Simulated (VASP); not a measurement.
# Te2Mo (P-3m1) in VASP: single point with r2SCAN

Aim: the single point of Te2Mo with r2SCAN.

Everything below comes from runs of VASP 6.6.1. Logs are shortened: lines on timing, memory, paths and dates and some standing lists are left out, and cuts for length are marked.

### 1 The cell of the first run

It takes space group P-3m1 (No. 164, trigonal). Conventional cell: a = 3.519 Å, b = 3.519 Å, c = 7.214 Å, α = 90.00°, β = 90.00°, γ = 120.00°. Within 3.6 Å of Mo (site symmetry -3m) lie 6 Te at 2.73 Å and 6 Mo at 3.52 Å. Te (site symmetry 3m) has 3 Mo at 2.73 Å and 6 Te at 3.52 Å within 3.6 Å.

### 2 Single point, r2SCAN

File POSCAR:

```
Te2Mo
1.0
    3.5194545156      0.0000000000      0.0000000000
   -1.7597272578      3.0479370180      0.0000000000
    0.0000000000      0.0000000000      7.2144528833
Mo Te
1 2
Direct
    0.0000000000      0.0000000000      0.0000000000
    0.3333333333      0.6666666667      0.2534156079
    0.6666666667      0.3333333333      0.7465843921
```

File INCAR.step1:

```
SYSTEM = Te2Mo
PREC = Accurate
ENCUT = 520
ISMEAR = -1
SIGMA = 0.02
LREAL = .FALSE.
LASPH = .TRUE.
NELM = 100
NBANDS = 20
GGA = PE
ALGO = Normal
EDIFF = 1E-4
LWAVE = .TRUE.
LCHARG = .FALSE.
```

File INCAR.step2:

```
SYSTEM = Te2Mo
PREC = Accurate
ENCUT = 520
EDIFF = 1E-6
ISMEAR = -1
SIGMA = 0.02
LREAL = .FALSE.
LASPH = .TRUE.
NELM = 100
ALGO = Normal
ISIF = 2
LWAVE = .FALSE.
LCHARG = .FALSE.
METAGGA = R2SCAN
LMIXTAU = .TRUE.
NBANDS = 20
ISTART = 1
```

File KPOINTS:

```
Automatic mesh
0
G
  12 12 4
  0 0 0
```

Potentials or basis: VASP PAW PBE potentials, release 64 (Mo_sv, Te).

On the command line:

```console
$ cat potpaw_PBE.64/Mo_sv/POTCAR potpaw_PBE.64/Te/POTCAR > POTCAR
$ cp INCAR.step1 INCAR
$ mpirun -np 1 vasp_std > vasp.out
$ cp INCAR.step2 INCAR
$ mpirun -np 1 vasp_std > vasp.out
```

OUTCAR:

```text
SYSTEM = Te2Mo
   PREC = Accurate
   ENCUT = 520
   EDIFF = 1E-6
   ISMEAR = -1
   LREAL = .FALSE.
   LASPH = .TRUE.
   NELM = 100
   ISIF = 2
   METAGGA = R2SCAN
   ISTART = 1

 ion  position               nearest neighbor table
   1  0.000  0.000  0.000-   2 2.73   3 2.73   3 2.73   2 2.73   3 2.73   2 2.73
   2  0.333  0.667  0.253-   1 2.73   1 2.73   1 2.73
   3  0.667  0.333  0.747-   1 2.73   1 2.73   1 2.73

  LATTYP: Found a hexagonal cell.
 ALAT       =     3.5194545156
 C/A-ratio  =     2.0498781420

  Lattice vectors:

 A1 = (   3.5194545156,   0.0000000000,   0.0000000000)
 A2 = (  -1.7597272578,   3.0479370180,   0.0000000000)
 A3 = (   0.0000000000,   0.0000000000,   7.2144528833)

Analysis of symmetry for initial positions (statically):
=====================================================================
 Subroutine PRICEL returns:
 Original cell was already a primitive cell.

 Routine SETGRP: Setting up the symmetry group for a
 hexagonal supercell.

 Subroutine GETGRP returns: Found 12 space group operations
 (whereof 12 operations were pure point group operations)
 out of a pool of 24 trial point group operations.

The static configuration has the point symmetry D_3d.

Analysis of symmetry for dynamics (positions and initial velocities):
=====================================================================
 Subroutine PRICEL returns:
 Original cell was already a primitive cell.

 Routine SETGRP: Setting up the symmetry group for a
 hexagonal supercell.

 Subroutine GETGRP returns: Found 12 space group operations
 (whereof 12 operations were pure point group operations)
 out of a pool of 24 trial point group operations.

The dynamic configuration has the point symmetry D_3d.

 Subroutine INISYM returns: Found 12 space group operations
 (whereof 12 operations are pure point group operations),
 and found     1 'primitive' translations

----------------------------------------------------------------------------------------

                                     Primitive cell

  volume of cell :      77.3900

  direct lattice vectors                    reciprocal lattice vectors
     3.519454516  0.000000000  0.000000000     0.284134941  0.164045384  0.000000000
    -1.759727258  3.047937018  0.000000000     0.000000000  0.328090769  0.000000000
     0.000000000  0.000000000  7.214452883     0.000000000  0.000000000  0.138610650

  length of vectors
     3.519454516  3.519454516  7.214452883     0.328090769  0.328090769  0.138610650

  position of ions in fractional coordinates (direct lattice)
     0.000000000  0.000000000  0.000000000
     0.333333333  0.666666667  0.253415608
     0.666666667  0.333333333  0.746584392

  ion indices of the primitive-cell ions
   primitive index   ion index
                 1           1
                 2           2
                 3           3

----------------------------------------------------------------------------------------

 KPOINTS: Automatic mesh

Automatic generation of k-mesh.
 Grid dimensions read from file:
 generate k-points for:   12   12    4

 Generating k-lattice:

  Cartesian coordinates                     Fractional coordinates (reciprocal lattice)
     0.023677912  0.013670449  0.000000000     0.083333333  0.000000000  0.000000000
     0.000000000  0.027340897  0.000000000     0.000000000  0.083333333  0.000000000
     0.000000000  0.000000000  0.034652662     0.000000000  0.000000000  0.250000000

  Length of vectors
     0.027340897  0.027340897  0.034652662

  Shift w.r.t. Gamma in fractional coordinates (k-lattice)
     0.000000000  0.000000000  0.000000000

 Subroutine IBZKPT returns following result:
 ===========================================

 Found     69 irreducible k-points:

 Following reciprocal coordinates:
            Coordinates               Weight
  0.000000  0.000000  0.000000      1.000000
  0.083333 -0.000000  0.000000      6.000000
  0.166667 -0.000000  0.000000      6.000000
  0.250000 -0.000000  0.000000      6.000000
  0.333333  0.000000  0.000000      6.000000
  0.416667 -0.000000  0.000000      6.000000
[... 16 lines left out ...]
  0.166667 -0.000000  0.250000      6.000000
  0.000000  0.166667  0.250000      6.000000
 [... further k-points ...]
   k-points           NKPTS =     69   k-points in BZ     NKDIM =     69   number of bands    NBANDS=     20
   number of dos      NEDOS =    301   number of ions     NIONS =      3
   total plane-waves  NPLWV =  42336
   dimension x,y,z NGX =    28 NGY =   28 NGZ =   54
   dimension x,y,z NGXF=    56 NGYF=   56 NGZF=  108
   ions per type =               1   2
   NGX,Y,Z   is equivalent  to a cutoff of  13.23, 13.23, 12.44 a.u.
   NGXF,Y,Z  is equivalent  to a cutoff of  26.45, 26.45, 24.89 a.u.
 SYSTEM =  Te2Mo
   PREC   = accura    normal or accurate (medium, high low for compatibility)
   ISTART =      1    job   : 0-new  1-cont  2-samecut
   ICHARG =      0    charge: 1-file 2-atom 10-const
   ISPIN  =      1    spin polarized calculation?
   LNONCOLLINEAR =      F non collinear calculations
   LSORBIT =      F    spin-orbit coupling
   LASPH  =      T    aspherical Exc in radial PAW
   ENCUT  =  520.0 eV  38.22 Ry    6.18 a.u.   6.54  6.54 13.41*2*pi/ulx,y,z
   NELM   =    100;   NELMIN=  2; NELMDL=  0     # of ELM steps
   EDIFF  = 0.1E-05   stopping-criterion for ELM
   LREAL  =      F    real-space projection
   EDIFFG = 0.1E-04   stopping-criterion for IOM
   NSW    =      0    number of steps for IOM
   IBRION =     -1    ionic relax: 0-MD 1-quasi-New 2-CG
   NFREE  =      0    steps in history (QN), initial steepest desc. (CG)
   ISIF   =      2    stress and relaxation
   ISYM   =      2    0-nonsym 1-usesym 2-fastsym
   POTIM  = 0.5000    time-step for ionic-motion
   TEBEG  =    0.0;   TEEND  =   0.0 temperature during run
   PSTRESS=    0.0 pullay stress
   NELECT =      26.0000    total number of electrons
   NUPDOWN=      -1.0000    fix difference up-down
   EMIN   =  10.00;   EMAX   =-10.00  energy-range for DOS
   EFERMI =   0.00;   METHOD = LEGACY
   ISMEAR =    -1;   SIGMA  =   0.02  broadening in eV -4-tet -1-fermi 0-gaus
   EFERMI_NEDOS =   21; number of points for ismear=-14 and -15
   IALGO  =     38    algorithm
   IMIX   =      4    mixing-type and parameters
     AMIX     =   0.40;   BMIX     =  1.00
     AMIX_MAG =   1.60;   BMIX_MAG =  1.00
  volume/ion in A,a.u.               =      25.80       174.08
  Fermi-wavevector in a.u.,A,eV,Ry     =   1.138075  2.150651 17.622478  1.295216
  Thomas-Fermi vector in A             =   2.274780
   LORBIT       =      0    0 simple, 1 ext, 2 COOP (PROOUT), +10 PAW based schemes
   METAGGA = R2SCAN    functional components
   LHFCALC =     F    Hartree Fock is set to
   AEXX    =    0.0000 exact exchange contribution
   IVDW    =     0    specifies the selected vdW correction
   LEPSILON=     F    determine dielectric tensor
   LRPA    =     F    only Hartree local field effects (RPA)
 non-spin polarized calculation
  energy-cutoff  :      520.00
  volume of cell :       77.39
 maximum number of plane-waves:      2138
 NGX is ok and might be reduce to    28
   NGX = 13   NGY = 13   NGZ = 27

 number of electron      25.9999998 magnetization

 Free energy of the ion-electron system (eV)
  ---------------------------------------------------
  ext. energy  EPLUGINS =         0.00000000
  ---------------------------------------------------
  free energy    TOTEN  =       -77.24977604 eV

  energy without entropy =      -77.24825448  energy(sigma->0) =      -77.24901526

 E-fermi :   8.2654     XC(G=0): -10.8294

 val. band max:        8.1871080471   @ k =   0.3333   0.3333   0.5000
 cond. band min:       8.2768600193   @ k =   0.2500   0.1667   0.5000
 fundamental gap:      0.0897519722
 Fermi energy:         8.2653859014

 k-point     1 :       0.0000    0.0000    0.0000
  band No.  band energies     occupation
      1     -55.1260      2.00000
      2     -28.5168      2.00000
      3     -28.4694      2.00000
      4     -28.4694      2.00000
      5      -5.8093      2.00000
      6      -4.6055      2.00000
[... 12 lines left out ...]
     19      14.5774      0.00000
     20      16.7996      0.00000

 k-point     2 :       0.0833   -0.0000    0.0000
  band No.  band energies     occupation
      1     -55.1253      2.00000
      2     -28.5147      2.00000
      3     -28.4788      2.00000
      4     -28.4716      2.00000
      5      -5.7023      2.00000
      6      -4.5412      2.00000
[... 12 lines left out ...]
     19      15.1430      0.00000
     20      16.5786      0.00000

 k-point     3 :       0.1667   -0.0000    0.0000
  band No.  band energies     occupation
      1     -55.1233      2.00000
      2     -28.5091      2.00000
      3     -28.5041      2.00000
      4     -28.4776      2.00000
      5      -5.3895      2.00000
      6      -4.3558      2.00000
[... 12 lines left out ...]
     19      15.4644      0.00000
     20      16.5578      0.00000

 k-point     4 :       0.2500   -0.0000    0.0000
  band No.  band energies     occupation
      1     -55.1206      2.00000
      2     -28.5392      2.00000
      3     -28.5009      2.00000
      4     -28.4858      2.00000
      5      -4.9003      2.00000
      6      -4.0737      2.00000
[... 12 lines left out ...]
     19      14.9371      0.00000
     20      15.2543      0.00000

 k-point     5 :       0.3333    0.0000    0.0000
  band No.  band energies     occupation
      1     -55.1179      2.00000
      2     -28.5737      2.00000
      3     -28.4940      2.00000
      4     -28.4929      2.00000
      5      -4.3043      2.00000
      6      -3.7423      2.00000
[... 12 lines left out ...]
     19      14.2277      0.00000
     20      14.5730      0.00000
[... 353 lines left out ...]
      6      -4.7026      2.00000
[... 12 lines left out ...]
     19      15.6737      0.00000
     20      16.6517      0.00000

 k-point    22 :       0.0000    0.0833    0.2500
  band No.  band energies     occupation
      1     -55.1253      2.00000
      2     -28.5147      2.00000
      3     -28.4788      2.00000
      4     -28.4716      2.00000
      5      -5.6036      2.00000
      6      -4.7010      2.00000
[... 12 lines left out ...]
     19      15.3779      0.00000
     20      16.5702      0.00000

 k-point    23 :       0.1667   -0.0000    0.2500
  band No.  band energies     occupation
      1     -55.1233      2.00000
      2     -28.5091      2.00000
      3     -28.5041      2.00000
      4     -28.4776      2.00000
      5      -5.2892      2.00000
      6      -4.5088      2.00000
[... 12 lines left out ...]
     19      15.8732      0.00000
     20      16.4267      0.00000

 k-point    24 :       0.0000    0.1667    0.2500
  band No.  band energies     occupation
      1     -55.1233      2.00000
      2     -28.5091      2.00000
      3     -28.5041      2.00000
      4     -28.4776      2.00000
      5      -5.2978      2.00000
      6      -4.4954      2.00000
[... 12 lines left out ...]
     19      15.2735      0.00000
     20      16.0663      0.00000

 [... further k-points ...]

------------------------ aborting loop because EDIFF is reached ----------------------------------------

  FORCE on cell =-STRESS in cart. coord.  units (eV):
  Direction    XX          YY          ZZ          XY          YZ          ZX
  --------------------------------------------------------------------------------------
  -------------------------------------------------------------------------------------
  Total        0.6204164      0.6204164      0.6119855      0.0000000      0.0000000     -0.0000000
  in kB       12.8442596     12.8442596     12.6697194      0.0000000      0.0000000     -0.0000000
  external PRESSURE =      12.7860796 kB  Pullay stress =       0.0000000 kB

 VOLUME and BASIS-vectors are now :
 -----------------------------------------------------------------------------
  energy-cutoff  :      520.00
  volume of cell :       77.39
      direct lattice vectors                 reciprocal lattice vectors
     3.519454516  0.000000000  0.000000000     0.284134941  0.164045384  0.000000000
    -1.759727258  3.047937018  0.000000000     0.000000000  0.328090769  0.000000000
     0.000000000  0.000000000  7.214452883     0.000000000  0.000000000  0.138610650

 POSITION                                       TOTAL-FORCE (eV/Angst)
 -----------------------------------------------------------------------------------
      0.00000      0.00000      0.00000        -0.000000      0.000000      0.000000
     -0.00000      2.03196      1.82825        -0.000000      0.000000     -0.000408
      1.75973      1.01598      5.38620         0.000000     -0.000000      0.000408
 -----------------------------------------------------------------------------------
    total drift:                                0.000000      0.000000     -0.000000

  FREE ENERGIE OF THE ION-ELECTRON SYSTEM (eV)
  ---------------------------------------------------
  free  energy   TOTEN  =       -77.2497760445 eV

  energy  without entropy=      -77.2482544816  energy(sigma->0) =      -77.24901526
```

Wall time 5.6 min (1 thread of Intel Xeon 8259CL, shared host); peak memory 0.28 GiB.

What came out:

* Free energy: -77.2498 eV
* Pressure: 1.3 GPa
* Band gap on the k mesh: zero (bands 13 and 14 overlap by 0.58 eV)

Caveat: the PAW data sets were made with another functional, which shifts forces and pressure a little; spin-orbit coupling is left out, which moves the levels of the heavy elements.
